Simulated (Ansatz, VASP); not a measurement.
**Two plane-wave programs on HfS2**

The input INCAR:

```
ALGO = Normal
EDIFF = 1E-6
ENCUT = 500
GGA = PE
GGA_COMPAT = False
ISIF = 2
ISMEAR = 0
IVDW = 12
LASPH = True
LCHARG = False
LREAL = False
LWAVE = False
NBANDS = 18
NELM = 120
PREC = Accurate
SIGMA = 0.05
```

The input KPOINTS:

```
k-points
0
Gamma
  12 12 6
```

File POSCAR:

```
HfS2
1.0
    3.6058628441      0.0000000000      0.0000000000
   -1.8029314221      3.1227688256      0.0000000000
    0.0000000000      0.0000000000      5.7703877486
Hf S
1 2
Direct
    0.0000000000      0.0000000000      0.0000000000
    0.6666666667      0.3333333333      0.7476059866
    0.3333333333      0.6666666667      0.2523940134
```

Input for Ansatz:

```yaml
crystal:
  lattice:
    - [3.6058628441, 0.0, 0.0]
    - [-1.8029314221, 3.1227688256, 0.0]
    - [0.0, 0.0, 5.7703877486]
  atoms:
    - { symbol: Hf, position: [0.0, 0.0, 0.0] }
    - { symbol: S, position: [0.6666666667, 0.3333333333, 0.7476059866] }
    - { symbol: S, position: [0.3333333333, 0.6666666667, 0.2523940134] }
basis:
  ecutwfc: 420
kpoints:
  mp_grid: { grid: [12, 12, 6] }
hamiltonian:
  xc: pbe
  dispersion: d3bj
scf:
  occupations: { method: gaussian, width: 0.05 }
output:
  forces: true
  stress: true
  eigenvalues: true
  write_density: true
  write_potential: true
  elf: true
  volumetric_format: npy
```

Alike in both runs: task single point; functional PBE; dispersion D3(BJ); k mesh 12 × 12 × 6; occupations gaussian, width 0.05 eV; no spin polarisation.

|  | VASP | Ansatz |
| --- | --- | --- |
| version | VASP 6.6.1 | Ansatz 0.2.0 |
| potentials or method | VASP PAW PBE potentials, release 64 (Hf_pv, S), cutoff 500 eV | scalar-relativistic, plane waves, PAW |
| valence electrons in the cell | 22 | 38 |

```tsv
	VASP	Ansatz	Ansatz less VASP
gap on the k mesh at the Fermi level (eV)	0.88	0.85	-0.025
least direct gap on the mesh (eV)	1.81	1.80	-0.013
pressure (GPa)	-0.6	0.0	+0.59
traceless stress, the component that is largest in VASP (GPa)	0.07	0.00	-0.071
rms of the force components (eV/Å)	0.031	0.000	-0.0306
```

Atom by atom the forces differ by 0.031 eV/Å (rms over components). VASP's potentials hold 22 valence electrons a cell and Ansatz's 38, so a difference there can come from the potentials and not from the codes.

Spin-orbit coupling is off throughout.
